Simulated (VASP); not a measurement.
# YN (Fm-3m) in VASP: notebook

YN is run at these levels: PBE; tasks: electric field gradients.

Program: VASP 6.6.1. These are calculated values, not measurements. Logs are shortened: lines on timing, memory, paths and dates and some standing lists are left out, and cuts for length are marked.

## (1) The cell of the first run

Symmetry: Fm-3m, No. 225, cubic system. Conventional cell: a = 4.778 Å, b = 4.778 Å, c = 4.778 Å, α = 90.00°, β = 90.00°, γ = 90.00°. Within 3.2 Å of Y (site symmetry m-3m) lie 6 N at 2.39 Å. Within 3.2 Å of N (site symmetry m-3m) lie 6 Y at 2.39 Å.

## (2) Electric field gradients, PBE (13.64 Å³/atom)

File INCAR:

```
SYSTEM = YN
PREC = Accurate ; ENCUT = 520
EDIFF = 1E-8 ; ISMEAR = -1
SIGMA = 0.03 ; LREAL = .FALSE.
LASPH = .TRUE. ; NELM = 120
ALGO = Normal ; ISIF = 2
LWAVE = .FALSE. ; LCHARG = .FALSE.
GGA = PE ; LEFG = .TRUE.
NBANDS = 15 ; GGA_COMPAT = .FALSE.
```

File KPOINTS:

```
Automatic mesh
0
G
  9 9 9
  0 0 0
```

File POSCAR:

```
YN
1.0
    0.0000000000      2.3891441831      2.3891441831
    2.3891441831      0.0000000000      2.3891441831
    2.3891441831      2.3891441831      0.0000000000
Y N
1 1
Direct
    0.0000000000      0.0000000000      0.0000000000
    0.5000000000      0.5000000000      0.5000000000
```

Potentials or basis: VASP PAW PBE potentials, release 64 (Y_sv, N).

Launch:

```
$ cat potpaw_PBE.64/Y_sv/POTCAR potpaw_PBE.64/N/POTCAR > POTCAR
$ mpirun -np 1 vasp_std > vasp.out
```

OUTCAR:

```text
SYSTEM = YN
   PREC = Accurate
   ENCUT = 520
   EDIFF = 1E-8
   ISMEAR = -1
   LREAL = .FALSE.
   LASPH = .TRUE.
   NELM = 120
   ISIF = 2
   GGA = PE

 ion  position               nearest neighbor table
   1  0.000  0.000  0.000-   2 2.39   2 2.39   2 2.39   2 2.39   2 2.39   2 2.39
   2  0.500  0.500  0.500-   1 2.39   1 2.39   1 2.39   1 2.39   1 2.39   1 2.39

  LATTYP: Found a face centered cubic cell.
 ALAT       =     4.7782883662

  Lattice vectors:

 A1 = (   0.0000000000,   2.3891441831,   2.3891441831)
 A2 = (   2.3891441831,   0.0000000000,   2.3891441831)
 A3 = (   2.3891441831,   2.3891441831,   0.0000000000)

Analysis of symmetry for initial positions (statically):
=====================================================================
 Subroutine PRICEL returns:
 Original cell was already a primitive cell.

 Routine SETGRP: Setting up the symmetry group for a
 face centered cubic supercell.

 Subroutine GETGRP returns: Found 48 space group operations
 (whereof 48 operations were pure point group operations)
 out of a pool of 48 trial point group operations.

The static configuration has the point symmetry O_h .

Analysis of symmetry for dynamics (positions and initial velocities):
=====================================================================
 Subroutine PRICEL returns:
 Original cell was already a primitive cell.

 Routine SETGRP: Setting up the symmetry group for a
 face centered cubic supercell.

 Subroutine GETGRP returns: Found 48 space group operations
 (whereof 48 operations were pure point group operations)
 out of a pool of 48 trial point group operations.

The dynamic configuration has the point symmetry O_h .

 Subroutine INISYM returns: Found 48 space group operations
 (whereof 48 operations are pure point group operations),
 and found     1 'primitive' translations

----------------------------------------------------------------------------------------

                                     Primitive cell

  volume of cell :      27.2745

  direct lattice vectors                    reciprocal lattice vectors
     0.000000000  2.389144183  2.389144183    -0.209279960  0.209279960  0.209279960
     2.389144183  0.000000000  2.389144183     0.209279960 -0.209279960  0.209279960
     2.389144183  2.389144183  0.000000000     0.209279960  0.209279960 -0.209279960

  length of vectors
     3.378760106  3.378760106  3.378760106     0.362483524  0.362483524  0.362483524

  position of ions in fractional coordinates (direct lattice)
     0.000000000  0.000000000  0.000000000
     0.500000000  0.500000000  0.500000000

  ion indices of the primitive-cell ions
   primitive index   ion index
                 1           1
                 2           2

----------------------------------------------------------------------------------------

 KPOINTS: Automatic mesh

Automatic generation of k-mesh.
 Grid dimensions read from file:
 generate k-points for:    9    9    9

 Generating k-lattice:

  Cartesian coordinates                     Fractional coordinates (reciprocal lattice)
    -0.023253329  0.023253329  0.023253329     0.111111111  0.000000000  0.000000000
     0.023253329 -0.023253329  0.023253329     0.000000000  0.111111111  0.000000000
     0.023253329  0.023253329 -0.023253329     0.000000000  0.000000000  0.111111111

  Length of vectors
     0.040275947  0.040275947  0.040275947

  Shift w.r.t. Gamma in fractional coordinates (k-lattice)
     0.000000000  0.000000000  0.000000000

 Subroutine IBZKPT returns following result:
 ===========================================

 Found     35 irreducible k-points:

 Following reciprocal coordinates:
            Coordinates               Weight
  0.000000  0.000000  0.000000      1.000000
  0.111111  0.000000  0.000000      8.000000
  0.222222  0.000000  0.000000      8.000000
  0.333333  0.000000  0.000000      8.000000
  0.444444  0.000000  0.000000      8.000000
  0.111111  0.111111  0.000000      6.000000
[... 16 lines left out ...]
 -0.333333  0.333333  0.000000     12.000000
  0.444444  0.444444  0.000000      6.000000
 [... further k-points ...]
   k-points           NKPTS =     35   k-points in BZ     NKDIM =     35   number of bands    NBANDS=     15
   number of dos      NEDOS =    301   number of ions     NIONS =      2
   total plane-waves  NPLWV =  21952
   dimension x,y,z NGX =    28 NGY =   28 NGZ =   28
   dimension x,y,z NGXF=    56 NGYF=   56 NGZF=   56
   ions per type =               1   1
   NGX,Y,Z   is equivalent  to a cutoff of  13.78, 13.78, 13.78 a.u.
   NGXF,Y,Z  is equivalent  to a cutoff of  27.55, 27.55, 27.55 a.u.
 SYSTEM =  YN
   PREC   = accura    normal or accurate (medium, high low for compatibility)
   ISTART =      0    job   : 0-new  1-cont  2-samecut
   ICHARG =      2    charge: 1-file 2-atom 10-const
   ISPIN  =      1    spin polarized calculation?
   LNONCOLLINEAR =      F non collinear calculations
   LSORBIT =      F    spin-orbit coupling
   LASPH  =      T    aspherical Exc in radial PAW
   ENCUT  =  520.0 eV  38.22 Ry    6.18 a.u.   6.28  6.28  6.28*2*pi/ulx,y,z
   NELM   =    120;   NELMIN=  2; NELMDL= -5     # of ELM steps
   EDIFF  = 0.1E-07   stopping-criterion for ELM
   LREAL  =      F    real-space projection
   EDIFFG = 0.1E-06   stopping-criterion for IOM
   NSW    =      0    number of steps for IOM
   IBRION =     -1    ionic relax: 0-MD 1-quasi-New 2-CG
   NFREE  =      0    steps in history (QN), initial steepest desc. (CG)
   ISIF   =      2    stress and relaxation
   ISYM   =      2    0-nonsym 1-usesym 2-fastsym
   POTIM  = 0.5000    time-step for ionic-motion
   TEBEG  =    0.0;   TEEND  =   0.0 temperature during run
   PSTRESS=    0.0 pullay stress
   NELECT =      16.0000    total number of electrons
   NUPDOWN=      -1.0000    fix difference up-down
   EMIN   =  10.00;   EMAX   =-10.00  energy-range for DOS
   EFERMI =   0.00;   METHOD = LEGACY
   ISMEAR =    -1;   SIGMA  =   0.03  broadening in eV -4-tet -1-fermi 0-gaus
   EFERMI_NEDOS =   21; number of points for ismear=-14 and -15
   IALGO  =     38    algorithm
   IMIX   =      4    mixing-type and parameters
     AMIX     =   0.40;   BMIX     =  1.00
     AMIX_MAG =   1.60;   BMIX_MAG =  1.00
  volume/ion in A,a.u.               =      13.64        92.03
  Fermi-wavevector in a.u.,A,eV,Ry     =   1.370448  2.589771 25.553468  1.878127
  Thomas-Fermi vector in A             =   2.496233
   LORBIT       =      0    0 simple, 1 ext, 2 COOP (PROOUT), +10 PAW based schemes
   GGA     = PE    functional components
   LHFCALC =     F    Hartree Fock is set to
   AEXX    =    0.0000 exact exchange contribution
   IVDW    =     0    specifies the selected vdW correction
   LEPSILON=     F    determine dielectric tensor
   LRPA    =     F    only Hartree local field effects (RPA)
 non-spin polarized calculation
  energy-cutoff  :      520.00
  volume of cell :       27.27
 maximum number of plane-waves:       751
 NGX is ok and might be reduce to    28
   NGX = 13   NGY = 13   NGZ = 13

 number of electron      16.0000000 magnetization

 Free energy of the ion-electron system (eV)
  ---------------------------------------------------
  ext. energy  EPLUGINS =         0.00000000
  ---------------------------------------------------
  free energy    TOTEN  =       -18.13219365 eV

  energy without entropy =      -18.13194565  energy(sigma->0) =      -18.13206965

 E-fermi :   4.6262     XC(G=0): -11.5829

 val. band max:        4.5766024918   @ k =   0.0000   0.0000   0.0000
 cond. band min:       4.6992334280   @ k =   0.4444   0.4444   0.0000
 fundamental gap:      0.1226309362
 Fermi energy:         4.6261808760

 k-point     1 :       0.0000    0.0000    0.0000
  band No.  band energies     occupation
      1     -35.9676      2.00000
      2     -15.5436      2.00000
      3     -15.5436      2.00000
      4     -15.5436      2.00000
      5      -8.5119      2.00000
      6       4.5766      1.67849
      7       4.5766      1.67849
      8       4.5766      1.67849
      9       7.8185      0.00000
     10       7.8185      0.00000
     11       7.8185      0.00000
     12       9.3834      0.00000
     13       9.9746      0.00000
     14       9.9746      0.00000
     15      15.6285      0.00000
[... 397 lines left out ...]
 k-point    24 :       0.4444    0.4444    0.0000
  band No.  band energies     occupation
      1     -35.7605      2.00000
      2     -16.5929      2.00000
      3     -15.9406      2.00000
      4     -15.9406      2.00000
      5      -8.0609      2.00000
      6       3.0468      2.00000
      7       4.2299      2.00000
      8       4.2299      2.00000
      9       4.6992      0.16107
     10      11.7996      0.00000
     11      12.4047      0.00000
     12      12.9661      0.00000
     13      12.9661      0.00000
     14      15.4271      0.00000
     15      17.3604      0.00000

 [... further k-points ...]
[... 5 lines left out ...]
  --------------------------------------------------------------------------------------
  -------------------------------------------------------------------------------------
  Total        2.4974036      2.4974036      2.4974036     -0.0000000      0.0000000     -0.0000000
  in kB      146.7040950    146.7040950    146.7040950     -0.0000000      0.0000000     -0.0000000
  external PRESSURE =     146.7040950 kB  Pullay stress =       0.0000000 kB

 VOLUME and BASIS-vectors are now :
 -----------------------------------------------------------------------------
  energy-cutoff  :      520.00
  volume of cell :       27.27
      direct lattice vectors                 reciprocal lattice vectors
     0.000000000  2.389144183  2.389144183    -0.209279960  0.209279960  0.209279960
     2.389144183  0.000000000  2.389144183     0.209279960 -0.209279960  0.209279960
     2.389144183  2.389144183  0.000000000     0.209279960  0.209279960 -0.209279960

 POSITION                                       TOTAL-FORCE (eV/Angst)
 -----------------------------------------------------------------------------------
      0.00000      0.00000      0.00000        -0.000000     -0.000000     -0.000000
      2.38914      2.38914      2.38914         0.000000      0.000000      0.000000
 -----------------------------------------------------------------------------------
    total drift:                                0.000000      0.000000      0.000000

  FREE ENERGIE OF THE ION-ELECTRON SYSTEM (eV)
  ---------------------------------------------------
  free  energy   TOTEN  =       -18.1321936536 eV

  energy  without entropy=      -18.1319456458  energy(sigma->0) =      -18.13206965

 Electric field gradients (V/A^2)
---------------------------------------------------------------------
 ion       V_xx      V_yy      V_zz      V_xy      V_xz      V_yz
---------------------------------------------------------------------
   1       0.000    -0.000    -0.000    -0.000    -0.000    -0.000
   2      -0.000    -0.000    -0.000    -0.001    -0.001    -0.001
---------------------------------------------------------------------

 Electric field gradients after diagonalization (V/A^2)
 (convention: |V_zz| > |V_xx| > |V_yy|)
----------------------------------------------------------------------
 ion       V_xx      V_yy      V_zz     asymmetry (V_yy - V_xx)/ V_zz
----------------------------------------------------------------------
   1       0.000     0.000    -0.000       0.000
   2       0.001     0.001    -0.001       0.000
----------------------------------------------------------------------

           NMR quadrupolar parameters

 Cq : quadrupolar parameter    Cq=e*Q*V_zz/h
 eta: asymmetry parameters     (V_yy - V_xx)/ V_zz
 Q  : nuclear electric quadrupole moment in mb (millibarn)
----------------------------------------------------------------------
 ion       Cq(MHz)       eta       Q (mb)
----------------------------------------------------------------------
   1      -0.000       0.000       1.000
   2      -0.000       0.000       1.000
----------------------------------------------------------------------
```

Run time: 39 s. Hardware: 1 thread of Intel Xeon Platinum 8488C (Sapphire Rapids), shared host; peak memory 0.18 GiB.

Results:

```
Free energy                             : -18.1322 eV
Pressure                                : 14.7 GPa
Band gap on the k mesh                  : 0.12 eV (least direct gap 0.47 eV)
Largest electric field gradient by atom : zero within the noise of the run
```

Levels at points of the mesh, in eV from the valence-band top:
| k point | band 6 | band 7 | band 8 | band 9 | band 10 | band 11 |
| --- | --- | --- | --- | --- | --- | --- |
| (0.00, 0.00, 0.00) | 0.00 | 0.00 | 0.00 | 3.24 | 3.24 | 3.24 |

Caveat: the cell stands under pressure; an odd mesh through Γ misses points on the zone boundary, where band edges can lie.

(Part 1 of 2 ends here.)
